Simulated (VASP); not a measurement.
# TlCuAs2PbS5 (P1) in VASP: further runs

TlCuAs2PbS5 is run at these levels: LDA; tasks: single point.

Everything below comes from runs of VASP 6.6.1. Logs are shortened: lines on timing, memory, paths and dates and some standing lists are left out, and cuts for length are marked.

### 1 The cell of the first run

The typed cell holds 20 atoms: a = 8.026 Å, b = 8.181 Å, c = 9.124 Å, α = 65.64°, β = 73.65°, γ = 64.14°.

### 2 Single point, LDA

Contents of INCAR:

```
PREC     = Accurate       # precision mode
ENCUT    = 520            # plane-wave cutoff, eV
EDIFF    = 1E-7           # SCF threshold, eV
ISMEAR   = -1             # smearing method
SIGMA    = 0.05           # smearing width, eV
LREAL    = Auto         
LASPH    = T              # aspherical terms in the spheres
NELM     = 60             # most SCF steps
ALGO     = Normal         # electronic algorithm
ISIF     = 2              # what is computed and relaxed
LWAVE    = F              # write WAVECAR
LCHARG   = F              # write CHGCAR
NBANDS   = 94             # bands
```

Contents of KPOINTS:

```
regular mesh
0
Gamma
  1 1 1
```

Contents of POSCAR:

```
TlCuAs2PbS5
1.0
    8.0261600000      0.0000000000      0.0000000000
    3.5688530000      7.3616380000      0.0000000000
    2.5676850000      2.9371490000      8.2473360000
Tl Cu As Pb S
2 2 4 2 10
Direct
    0.8227006144      0.1594007258      0.6724716927
    0.1882708700      0.8942307836      0.3468998959
    0.3563539141      0.2958536897      0.4266832344
    0.6382970850      0.7957635584      0.5354092522
    0.5602880690      0.0563887510      0.1585845417
    0.4436699518      0.9535339987      0.8783442314
    0.9643440025      0.6376783320      0.2950286008
    0.0644393706      0.3337313008      0.7189594313
    0.7606184952      0.4899787342      0.0775765653
    0.2483357699      0.5373428824      0.8768285905
    0.8022470369      0.8394534774      0.0552057052
    0.1955913679      0.1754752625      0.9614134795
    0.6597064136      0.0914864146      0.3478577810
    0.3530148477      0.9126175739      0.6890831173
    0.3794996530      0.7237126011      0.0818446102
    0.5888743687      0.3054963065      0.9695615651
    0.7354941134      0.5045757707      0.4456348086
    0.2646901273      0.4678672209      0.5803692247
    0.8161862642      0.6365955385      0.7196141881
    0.1990437016      0.3740644575      0.2322568160
```

Potentials or basis: VASP PAW LDA potentials, release 64 (Tl_d, Cu, As, Pb_d, S).

The run is started by

```console
cat potpaw_LDA.64/Tl_d/POTCAR potpaw_LDA.64/Cu/POTCAR potpaw_LDA.64/As/POTCAR potpaw_LDA.64/Pb_d/POTCAR potpaw_LDA.64/S/POTCAR > POTCAR
mpirun -np 1 vasp_gam > vasp.out
```

OUTCAR:

```text
PREC = Accurate
   ENCUT = 520
   EDIFF = 1E-7
   ISMEAR = -1
   LREAL = Auto
   LASPH = T
   NELM = 60
   ISIF = 2

 ion  position               nearest neighbor table
   1  0.823  0.159  0.672-  17 2.65   8 3.06  16 3.19  11 3.40   2 4.12
   2  0.188  0.894  0.347-  15 3.00  18 3.13  12 3.32   5 3.51   7 3.53   1 4.12
   3  0.356  0.296  0.427-  18 2.15  20 2.18  13 2.39
   4  0.638  0.796  0.535-  19 2.12  14 2.35  13 2.36  17 2.57
   5  0.560  0.056  0.159-  16 2.11  13 2.26  11 2.27   2 3.51
   6  0.444  0.954  0.878-  15 2.16  12 2.23  14 2.24
   7  0.964  0.638  0.295-  20 2.32  17 2.35  11 2.44   2 3.53
   8  0.064  0.334  0.719-  18 2.15  12 2.33  19 2.41   1 3.06  10 3.51
   9  0.761  0.490  0.078-  15 2.81  11 2.94  19 2.95  16 2.99  17 3.36  13 3.45  10 3.94
  10  0.248  0.537  0.877-  16 2.69  12 2.93  20 2.94  18 2.94  14 3.19  15 3.43   8 3.51   9 3.94

  11  0.802  0.839  0.055-   5 2.27   7 2.44   9 2.94   1 3.40
  12  0.196  0.175  0.961-   6 2.23   8 2.33  10 2.93   2 3.32
  13  0.660  0.091  0.348-   5 2.26   4 2.36   3 2.39   9 3.45
  14  0.353  0.913  0.689-   6 2.24   4 2.35  10 3.19
  15  0.379  0.724  0.082-   6 2.16   9 2.81   2 3.00  10 3.43
  16  0.589  0.305  0.970-   5 2.11  10 2.69   9 2.99   1 3.19
  17  0.735  0.505  0.446-   7 2.35   4 2.57   1 2.65   9 3.36
  18  0.265  0.468  0.580-   3 2.15   8 2.15  10 2.94   2 3.13
  19  0.816  0.637  0.720-   4 2.12   8 2.41   9 2.95
  20  0.199  0.374  0.232-   3 2.18   7 2.32  10 2.94

  LATTYP: Found a triclinic cell.
 ALAT       =    14.4924346603
 B/A-ratio  =     1.2229666709
 C/A-ratio  =     0.9197005215
 COS(alpha) =     0.0253532006
 COS(beta)  =     0.5146109090
 COS(gamma) =     0.8582948553

  Lattice vectors:

 A1 = (  12.4834670000,  -7.3616380000,   0.0000000000)
 A2 = (  15.0511520000,  -4.4244890000,   8.2473360000)
 A3 = (   1.8896220000, -10.2987870000,  -8.2473360000)

Analysis of symmetry for initial positions (statically):
=====================================================================
 Subroutine PRICEL returns:
 Original cell was already a primitive cell.

 Routine SETGRP: Setting up the symmetry group for a
 triclinic supercell.

 Subroutine GETGRP returns: Found  1 space group operations
 (whereof  1 operations were pure point group operations)
 out of a pool of  2 trial point group operations.

The static configuration has the point symmetry C_1 .

Analysis of symmetry for dynamics (positions and initial velocities):
=====================================================================
 Subroutine PRICEL returns:
 Original cell was already a primitive cell.

 Routine SETGRP: Setting up the symmetry group for a
 triclinic supercell.

 Subroutine GETGRP returns: Found  1 space group operations
 (whereof  1 operations were pure point group operations)
 out of a pool of  2 trial point group operations.

The dynamic configuration has the point symmetry C_1 .

 Subroutine INISYM returns: Found  1 space group operations
 (whereof  1 operations are pure point group operations),
 and found     1 'primitive' translations

----------------------------------------------------------------------------------------

                                     Primitive cell

  volume of cell :     487.2995

  direct lattice vectors                    reciprocal lattice vectors
     8.026160000  0.000000000  0.000000000     0.124592582 -0.060401314 -0.017279137
     3.568853000  7.361638000  0.000000000     0.000000000  0.135839334 -0.048376877
     2.567685000  2.937149000  8.247336000     0.000000000  0.000000000  0.121251274

  length of vectors
     8.026160000  8.181101746  9.123508185     0.139535655  0.144196556  0.121251274

  position of ions in fractional coordinates (direct lattice)
     0.822700614  0.159400726  0.672471693
     0.188270870  0.894230784  0.346899896
     0.356353914  0.295853690  0.426683234
     0.638297085  0.795763558  0.535409252
     0.560288069  0.056388751  0.158584542
     0.443669952  0.953533999  0.878344231
[... 12 lines left out ...]
     0.816186264  0.636595539  0.719614188
     0.199043702  0.374064457  0.232256816

  ion indices of the primitive-cell ions
   primitive index   ion index
                 1           1
                 2           2
                 3           3
                 4           4
                 5           5
                 6           6
[... 12 lines left out ...]
                19          19
                20          20

----------------------------------------------------------------------------------------

 KPOINTS: regular mesh

Automatic generation of k-mesh.
 Grid dimensions read from file:
 generate k-points for:    1    1    1

 Generating k-lattice:

  Cartesian coordinates                     Fractional coordinates (reciprocal lattice)
     0.124592582 -0.060401314 -0.017279137     1.000000000 -0.000000000 -0.000000000
     0.000000000  0.135839334 -0.048376877     0.000000000  1.000000000  0.000000000
     0.000000000  0.000000000  0.121251274     0.000000000  0.000000000  1.000000000

  Length of vectors
     0.139535655  0.144196556  0.121251274

  Shift w.r.t. Gamma in fractional coordinates (k-lattice)
     0.000000000  0.000000000  0.000000000

 Subroutine IBZKPT returns following result:
 ===========================================

 Found      1 irreducible k-points:

 Following reciprocal coordinates:
            Coordinates               Weight
  0.000000  0.000000  0.000000      1.000000
   k-points           NKPTS =      1   k-points in BZ     NKDIM =      1   number of bands    NBANDS=     94
   number of dos      NEDOS =    301   number of ions     NIONS =     20
   total plane-waves  NPLWV = 268800
   dimension x,y,z NGX =    60 NGY =   64 NGZ =   70
   dimension x,y,z NGXF=   120 NGYF=  128 NGZF=  140
   ions per type =               2   2   4   2  10
   NGX,Y,Z   is equivalent  to a cutoff of  12.43, 13.01, 12.76 a.u.
   NGXF,Y,Z  is equivalent  to a cutoff of  24.86, 26.01, 25.51 a.u.
 SYSTEM =  unknown system
   PREC   = accura    normal or accurate (medium, high low for compatibility)
   ISTART =      0    job   : 0-new  1-cont  2-samecut
   ICHARG =      2    charge: 1-file 2-atom 10-const
   ISPIN  =      1    spin polarized calculation?
   LNONCOLLINEAR =      F non collinear calculations
   LSORBIT =      F    spin-orbit coupling
   LASPH  =      T    aspherical Exc in radial PAW
   ENCUT  =  520.0 eV  38.22 Ry    6.18 a.u.  14.92 15.21 16.96*2*pi/ulx,y,z
   NELM   =     60;   NELMIN=  2; NELMDL= -5     # of ELM steps
   EDIFF  = 0.1E-06   stopping-criterion for ELM
   LREAL  =      T    real-space projection
   EDIFFG = 0.1E-05   stopping-criterion for IOM
   NSW    =      0    number of steps for IOM
   IBRION =     -1    ionic relax: 0-MD 1-quasi-New 2-CG
   NFREE  =      0    steps in history (QN), initial steepest desc. (CG)
   ISIF   =      2    stress and relaxation
   ISYM   =      2    0-nonsym 1-usesym 2-fastsym
   POTIM  = 0.5000    time-step for ionic-motion
   TEBEG  =    0.0;   TEEND  =   0.0 temperature during run
   PSTRESS=    0.0 pullay stress
   NELECT =     156.0000    total number of electrons
   NUPDOWN=      -1.0000    fix difference up-down
   EMIN   =  10.00;   EMAX   =-10.00  energy-range for DOS
   EFERMI =   0.00;   METHOD = LEGACY
   ISMEAR =    -1;   SIGMA  =   0.05  broadening in eV -4-tet -1-fermi 0-gaus
   EFERMI_NEDOS =   21; number of points for ismear=-14 and -15
   IALGO  =     38    algorithm
   IMIX   =      4    mixing-type and parameters
     AMIX     =   0.40;   BMIX     =  1.00
     AMIX_MAG =   1.60;   BMIX_MAG =  1.00
  volume/ion in A,a.u.               =      24.36       164.42
  Fermi-wavevector in a.u.,A,eV,Ry     =   1.119913  2.116329 17.064504  1.254206
  Thomas-Fermi vector in A             =   2.256556
   LORBIT       =      0    0 simple, 1 ext, 2 COOP (PROOUT), +10 PAW based schemes
   GGA     = CA    functional components
   LHFCALC =     F    Hartree Fock is set to
   AEXX    =    0.0000 exact exchange contribution
   IVDW    =     0    specifies the selected vdW correction
   LEPSILON=     F    determine dielectric tensor
   LRPA    =     F    only Hartree local field effects (RPA)
 non-spin polarized calculation
  energy-cutoff  :      520.00
  volume of cell :      487.30
 maximum number of plane-waves:      6541
 NGX is ok and might be reduce to    60
   NGX = 29   NGY = 31   NGZ = 33

 number of electron     156.0000011 magnetization

 Free energy of the ion-electron system (eV)
  ---------------------------------------------------
  ext. energy  EPLUGINS =         0.00000000
  ---------------------------------------------------
  free energy    TOTEN  =       -96.14040263 eV

  energy without entropy =      -96.14037984  energy(sigma->0) =      -96.14039124

 E-fermi :   4.6014     XC(G=0):  -9.5750

 val. band max:        4.0206043914   @ k =   0.0000   0.0000   0.0000
 cond. band min:       5.1821628480   @ k =   0.0000   0.0000   0.0000
 fundamental gap:      1.1615584566
 Fermi energy:         4.6013608579

 k-point     1 :       0.0000    0.0000    0.0000
  band No.  band energies     occupation
      1     -12.8254      2.00000
      2     -12.7781      2.00000
      3     -12.7628      2.00000
      4     -12.7297      2.00000
      5     -12.7234      2.00000
      6     -12.7137      2.00000
[... 82 lines left out ...]
     89       6.9751      0.00000
     90       7.2175      0.00000
 [bands above 90 left out]

------------------------ aborting loop because EDIFF is reached ----------------------------------------

  FORCE on cell =-STRESS in cart. coord.  units (eV):
  Direction    XX          YY          ZZ          XY          YZ          ZX
  --------------------------------------------------------------------------------------
  -------------------------------------------------------------------------------------
  Total       -2.2377600     -6.0869944     -6.7514876      0.9565775     -1.8209183     -0.5932313
  in kB       -7.3574637    -20.0132456    -22.1980129      3.1451023     -5.9869426     -1.9504673
  external PRESSURE =     -16.5229074 kB  Pullay stress =       0.0000000 kB

 VOLUME and BASIS-vectors are now :
 -----------------------------------------------------------------------------
  energy-cutoff  :      520.00
  volume of cell :      487.30
      direct lattice vectors                 reciprocal lattice vectors
     8.026160000  0.000000000  0.000000000     0.124592582 -0.060401314 -0.017279137
     3.568853000  7.361638000  0.000000000     0.000000000  0.135839334 -0.048376877
     2.567685000  2.937149000  8.247336000     0.000000000  0.000000000  0.121251274

 POSITION                                       TOTAL-FORCE (eV/Angst)
 -----------------------------------------------------------------------------------
      8.89870      3.14860      5.54610        -0.199921     -0.467753      0.749131
      5.59320      7.60190      2.86100         0.074929     -0.258896     -0.100740
      5.01160      3.43120      3.51900         0.434791     -0.789965     -0.237482
      9.33780      7.43070      4.41570        -0.513971      0.000249     -0.431145
      5.10540      0.88090      1.30790        -1.285800     -0.034693      1.278088
      9.21930      9.59940      7.24400         1.018461     -0.800041     -0.716895
[... 12 lines left out ...]
     10.67050      6.80000      5.93490         0.593768     -0.557837      1.955178
      3.52890      3.43590      1.91550        -0.403392      0.674503     -0.315637
 -----------------------------------------------------------------------------------
    total drift:                                0.003291     -0.003886     -0.002082

  FREE ENERGIE OF THE ION-ELECTRON SYSTEM (eV)
  ---------------------------------------------------
  free  energy   TOTEN  =       -96.1404026346 eV

  energy  without entropy=      -96.1403798402  energy(sigma->0) =      -96.14039124
```

Wall time 1.8 min (1 thread of Intel Xeon Platinum 8259CL at 2.50GHz (Skylake/Cascade Lake), shared host); peak memory 0.44 GiB.

What came out:

```
Free energy   : -96.1404 eV
Pressure      : -1.7 GPa
Largest force : 2.132 eV/Å
```

Forces on the atoms (eV/Å):
```
Tl  -0.200 -0.468  0.749
Tl   0.075 -0.259 -0.101
Cu   0.435 -0.790 -0.237
Cu  -0.514  0.000 -0.431
As  -1.286 -0.035  1.278
As   1.018 -0.800 -0.717
As  -0.989 -0.167  0.166
As  -1.130  0.172  0.195
Pb  -0.371  0.229  0.126
Pb   0.174  0.367  0.241
S    1.129 -1.216 -0.180
S   -0.912  1.596  0.752
S   -0.007 -0.274  0.345
S   -0.720  0.055 -0.418
S    0.185 -0.555  0.399
S    1.021  0.322 -1.708
S    0.508  1.323 -1.593
S    1.392  0.383 -0.506
S    0.594 -0.558  1.955
S   -0.403  0.675 -0.316
```

Stress tensor (GPa, compression positive):
```
-0.74  0.31 -0.20
 0.31 -2.00 -0.60
-0.20 -0.60 -2.22
```

Levels at points of the mesh, in eV from the Fermi level:
| k point | band 75 | band 76 | band 77 | band 78 | band 79 | band 80 | band 81 | band 82 |
| --- | --- | --- | --- | --- | --- | --- | --- | --- |
| (0.00, 0.00, 0.00) | -1.29 | -1.24 | -1.00 | -0.58 | 0.58 | 0.93 | 1.00 | 1.17 |

Caveat: the k points lie up to 0.91 Å⁻¹ apart; spin-orbit coupling is left out, which moves the levels of the heavy elements; forces of over 1 eV/Å act on the atoms, so gaps and moduli don't describe the material at rest.

[end of part 1 of 2]
